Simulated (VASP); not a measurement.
# Mg5Te3 (P4/mmm) in VASP: further runs, part 2 of 2

VASP 6.6.1.

**4. Relaxation of cell and atoms, PBE**

This run uses another cell than the first one, of 24.54 Å³/atom.

The input, INCAR:

```
PREC = Accurate
ENCUT = 600
EDIFF = 1E-6
ISMEAR = 0
SIGMA = 0.2
LREAL = F
LASPH = T
NELM = 80
ALGO = Fast
ISIF = 3
LWAVE = F
LCHARG = F
GGA = PE
IBRION = 2
NSW = 36
EDIFFG = -0.08
```

The input, KPOINTS:

```
Automatic mesh
0
Gamma
  4 4 2
```

The input, POSCAR:

```
Mg5Te3
1.0
    3.8262624500      0.0000000000      0.0000000000
    0.0000000000      3.8262624500      0.0000000000
    0.0000000000      0.0000000000     13.4100939900
Mg Te
5 3
Direct
    0.0000000000      0.0000000000      0.2500000000
    0.0000000000      0.0000000000      0.7500000000
    0.0000000000      0.0000000000      0.0000000000
    0.5000000000      0.5000000000      0.3750000000
    0.5000000000      0.5000000000      0.6250000000
    0.5000000000      0.5000000000      0.1250000000
    0.5000000000      0.5000000000      0.8750000000
    0.0000000000      0.0000000000      0.5000000000
```

Started as:

```console
> cat potpaw_PBE.64/Mg/POTCAR potpaw_PBE.64/Te/POTCAR > POTCAR
> mpirun -np 1 vasp_std > vasp.out
```

Run time: 3.1 min. Hardware: 1 thread of Intel Xeon 6975P-C (Granite Rapids), shared host; peak memory 0.37 GiB.

It converged, with:

```
Free energy                           : -18.9201 eV
Relaxed volume                        : 25.40 Å³/atom
Relaxed cell                          : a = 3.860 Å, b = 3.860 Å, c = 13.634 Å, α = 90.00°, β = 90.00°, γ = 90.00°
Space group after relaxing (to 0.1 Å) : P4/mmm (No. 123)
Energy gained by relaxing             : 28.1 meV/atom
Ionic steps                           : 6
Pressure after relaxing               : 0.1 GPa
Largest force after relaxing          : 0.039 eV/Å
Band gap on the k mesh                : zero (bands 14 and 15 overlap by 1.85 eV)
```

Forces on the atoms (eV/Å):
```
Mg   0.000  0.000  0.006
Mg   0.000  0.000 -0.006
Mg   0.000  0.000  0.000
Mg   0.000  0.000 -0.036
Mg   0.000  0.000  0.036
Te   0.000  0.000  0.039
Te   0.000  0.000 -0.039
Te   0.000  0.000  0.000
```

Stress tensor (GPa, compression positive):
```
 0.26  0.00  0.00
 0.00  0.26  0.00
 0.00  0.00 -0.36
```

Step by step:
```csv
step,energy change (eV),largest force (eV/Å),pressure (GPa),volume (Å³)
1,0.0000,0.7769,1.40,196.33
2,-0.0856,0.5852,0.00,202.47
3,-0.1070,0.4581,-0.98,207.61
4,-0.1634,0.3430,-0.61,205.46
5,-0.2138,0.0665,0.40,201.07
6,-0.2251,0.0386,0.05,203.19
```

Final structure:
```yaml
crystal:
  lattice:
    - [3.86048, 0.00000, 0.00000]
    - [0.00000, 3.86048, 0.00000]
    - [0.00000, 0.00000, 13.63389]
  atoms:
    - { symbol: Mg, position: [0.00000, 0.00000, 0.24478] }
    - { symbol: Mg, position: [0.00000, 0.00000, 0.75522] }
    - { symbol: Mg, position: [0.00000, 0.00000, 0.00000] }
    - { symbol: Mg, position: [0.50000, 0.50000, 0.37991] }
    - { symbol: Mg, position: [0.50000, 0.50000, 0.62009] }
    - { symbol: Te, position: [0.50000, 0.50000, 0.14209] }
    - { symbol: Te, position: [0.50000, 0.50000, 0.85791] }
    - { symbol: Te, position: [0.00000, 0.00000, 0.50000] }
```

Levels at points of the mesh, in eV from the Fermi level:
```csv
k point,band 11,band 12,band 13,band 14,band 15,band 16,band 17,band 18
"(0.00, 0.00, 0.00)",-1.48,-1.27,-1.27,0.08,0.65,0.96,1.73,2.67
"(0.50, 0.00, 0.00)",-0.76,-0.71,-0.49,-0.46,0.22,0.50,0.89,3.43
"(0.50, 0.50, 0.00)",-3.03,-2.07,-1.93,-1.52,-0.86,-0.08,-0.08,0.27
"(0.00, 0.00, 0.50)",-1.23,-1.23,-0.96,-0.86,0.56,1.03,1.40,2.82
"(0.50, 0.00, 0.50)",-1.17,-1.05,-0.76,-0.71,-0.46,1.39,2.33,2.70
"(0.50, 0.50, 0.50)",-3.05,-2.34,-1.77,-1.16,-1.16,-0.46,-0.46,1.16
```

Caveat: the k points lie up to 0.41 Å⁻¹ apart in the final cell, too coarse for converged energies and pressures of a metal; spin-orbit coupling is left out, which moves the levels of the heavy elements; the relaxation stopped at a loose force limit of 0.08 eV/Å, so its end isn't a converged minimum.

**5. Relaxation of cell and atoms, PBE**

This run uses another cell than the first one, of 24.65 Å³/atom.

The input, INCAR:

```
SYSTEM = Mg5Te3
ALGO     = Fast           ! electronic algorithm
EDIFF    = 1E-6           ! SCF threshold, eV
EDIFFG   = -0.08          ! ionic threshold
ENCUT    = 600            ! plane-wave cutoff, eV
GGA      = PE             ! functional
IBRION   = 2              ! ionic algorithm
ISIF     = 3              ! what is computed and relaxed
ISMEAR   = 0              ! smearing method
LASPH    = .True.         ! aspherical terms in the spheres
LCHARG   = .False.        ! write CHGCAR
LREAL    = .False.        ! projectors in reciprocal space
LWAVE    = .False.        ! write WAVECAR
NELM     = 60             ! most SCF steps
NSW      = 36             ! ionic steps
PREC     = Accurate       ! precision mode
SIGMA    = 0.2            ! smearing width, eV
```

The input, KPOINTS:

```
k-points
0
Gamma
  4 4 2
  0 0 0
```

The input, POSCAR:

```
Mg5Te3
1.0
    4.5184974800      0.0000000000      0.0000000000
    0.0000000000      4.5184974800      0.0000000000
    0.0000000000      0.0000000000      9.6578738400
Mg Te
5 3
Direct
    0.0000000000      0.5000000000      0.2504879800
    0.0000000000      0.5000000000      0.7495120200
    0.5000000000      0.0000000000      0.2504879800
    0.5000000000      0.0000000000      0.7495120200
    0.0000000000      0.0000000000      0.0000000000
    0.0000000000      0.0000000000      0.5000000000
    0.5000000000      0.5000000000      0.0000000000
    0.5000000000      0.5000000000      0.5000000000
```

Started as:

```console
> cat potpaw_PBE.64/Mg/POTCAR potpaw_PBE.64/Te/POTCAR > POTCAR
> mpirun -np 1 vasp_std > vasp.out
```

It took 11 min on 1 thread of Intel Xeon 6975P-C (Granite Rapids), shared host; peak memory 0.37 GiB.

Results (log left out):

* Free energy: -18.7848 eV
* Relaxed volume: 25.08 Å³/atom
* Relaxed cell: a = 5.599 Å, b = 5.599 Å, c = 6.401 Å, α = 90.00°, β = 90.00°, γ = 90.00°
* Space group after relaxing (to 0.1 Å): P4/mmm (No. 123)
* Pressure after relaxing: 0.0 GPa
* Largest force after relaxing: 0.007 eV/Å
* Band gap on the k mesh: zero (bands 14 and 15 overlap by 1.87 eV)

Forces in eV/Å, atoms in the order of the input:
```
Mg   0.000  0.000  0.007
Mg   0.000  0.000 -0.007
Mg   0.000  0.000  0.007
Mg   0.000  0.000 -0.007
Mg   0.000  0.000  0.000
Te   0.000  0.000  0.000
Te   0.000  0.000  0.000
Te   0.000  0.000  0.000
```

Stress tensor (GPa, compression positive):
```
-0.02  0.00  0.00
 0.00 -0.02  0.00
 0.00  0.00 -0.10
```

Final structure:
```
Mg Te
1.0
     5.59876    0.00000    0.00000
     0.00000    5.59876    0.00000
     0.00000    0.00000    6.40117
Mg Te
5 3
Direct
  0.00000 0.50000 0.24951
  0.00000 0.50000 0.75049
  0.50000 0.00000 0.24951
  0.50000 0.00000 0.75049
  0.00000 0.00000 0.00000
  0.00000 0.00000 0.50000
  0.50000 0.50000 0.00000
  0.50000 0.50000 0.50000
```

Levels at points of the mesh, in eV from the Fermi level:
```
           k point  band 10  band 11  band 12  band 13  band 14  band 15  band 16  band 17  band 18  band 19
(0.00, 0.00, 0.00)    -2.90    -2.40    -1.68    -1.68     0.17     0.40     0.84     1.72     2.03     2.03
(0.50, 0.00, 0.00)    -3.39    -2.16    -1.19    -0.76     0.75     0.80     0.85     1.20     1.81     1.83
(0.50, 0.50, 0.00)    -2.76    -1.14    -1.14    -0.91    -0.91     1.78     1.78     2.25     3.40     3.93
(0.00, 0.00, 0.50)    -2.59    -1.77    -1.77    -1.60    -1.44    -0.97    -0.35     0.94     0.94     1.85
(0.50, 0.00, 0.50)    -3.25    -2.89    -2.67    -2.05    -0.40     0.71     0.74     1.82     1.92     1.99
(0.50, 0.50, 0.50)    -2.52    -1.05    -1.05    -0.12     0.90     0.90     1.11     2.34     2.34     3.11
```

Caveat: a cell axis changed by over 15 % at a fixed basis, so the end point is rough; spin-orbit coupling is left out, which moves the levels of the heavy elements.

**6. Overview**

```csv
task,cell,k mesh,cutoff (eV),smearing,gap on the mesh (eV),pressure (GPa),relaxed volume (Å³/atom),largest force (eV/Å)
single point,"a = 3.910, b = 3.910, c = 13.270 Å, 8 atoms, atomic positions A",8 × 8 × 4,520,gaussian 0.1 eV,none,-0.1,-,-
relaxation of cell and atoms,"relaxed from a = 3.566, b = 3.566, c = 14.122 Å, 8 atoms, atomic positions B",5 × 5 × 2,600,gaussian 0.2 eV,none,-0.1,25.31,0.06
relaxation of cell and atoms,"relaxed from a = 3.826, b = 3.826, c = 13.410 Å, 8 atoms, atomic positions C",4 × 4 × 2,600,gaussian 0.2 eV,none,0.1,25.40,0.04
relaxation of cell and atoms,"relaxed from a = 4.518, b = 4.518, c = 9.658 Å, 8 atoms, atomic positions D",4 × 4 × 2,600,gaussian 0.2 eV,none,0.0,25.08,0.01
```

Alike in all rows: level PBE; potentials or basis VASP PAW PBE potentials, release 64 (Mg, Te); no spin polarisation.

Caveats: some runs use coarse meshes; spin-orbit coupling is left out, which moves the levels of the heavy elements; the relaxation stopped at a loose force limit of 0.08 eV/Å, so its end isn't a converged minimum (at least some runs); a cell axis changed by over 15 % at a fixed basis, so the end point is rough (at least some runs).

Total energies depend on the potentials used, so only differences within one code and one set of settings carry meaning.
